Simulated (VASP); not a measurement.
Write the native input for VASP 6.6.1 that does the following.

```
Task                   : single point
Functional             : LDA
Potentials or basis    : VASP PAW LDA potentials, release 64 (O)
Cutoff                 : 520 eV
k mesh                 : 1 × 1 × 1
Occupations            : fermi-dirac, width 0.01 eV
Spin                   : collinear spin, ferromagnetic start
Starting moments       : [1.0, 1.0] μB
Dipole correction      : no
Further INCAR settings : ALGO = Normal; EDIFF = 1e-07; NBANDS = 17
```

The structure of O lies in POSCAR:

```
O
1.0
    9.0000000000      0.0000000000      0.0000000000
    0.0000000000      9.2000000000      0.0000000000
    0.0000000000      0.0000000000     10.2000000000
O
2
Direct
    0.5000000000      0.5000000000      0.4411814608
    0.5000000000      0.5000000000      0.5588185392
```

One way to write it, as run:

INCAR

```
SYSTEM = O
ALGO = Normal
EDIFF = 1E-7
ENCUT = 520
GGA = CA
ISIF = 2
ISMEAR = -1
ISPIN = 2
LASPH = .True.
LCHARG = .True.
LELF = .True.
LORBIT = 11
LREAL = .False.
LVHAR = .True.
LWAVE = .False.
MAGMOM = 1 1
NBANDS = 17
NELM = 150
PREC = Accurate
SIGMA = 0.01
```

KPOINTS

```
k-points
0
Gamma
  1 1 1
  0 0 0
```

Potentials or basis: VASP PAW LDA potentials, release 64 (O).

Run with:

```bash
$ cat potpaw_LDA.64/O/POTCAR > POTCAR
$ mpirun -np 1 vasp_gam > vasp.out
```

Results of the run:

| Quantity | Value |
| --- | --- |
| Largest force | 1.777 eV/Å |
| Band gap on the k mesh | 1.97 eV |
| Net moment | 2.00 μB per cell |
| Site moments | O +0.80 μB |
| Valence electrons inside the program's atomic spheres | O 4.92 |

Caveat: the standard files for N, O and F lose accuracy on very short bonds.

Run time: 74 s on 1 thread of Intel(R) Xeon(R) Platinum 8259CL CPU @ 2.50GHz (Skylake/Cascade Lake) (shared host), peak memory 0.59 GiB.
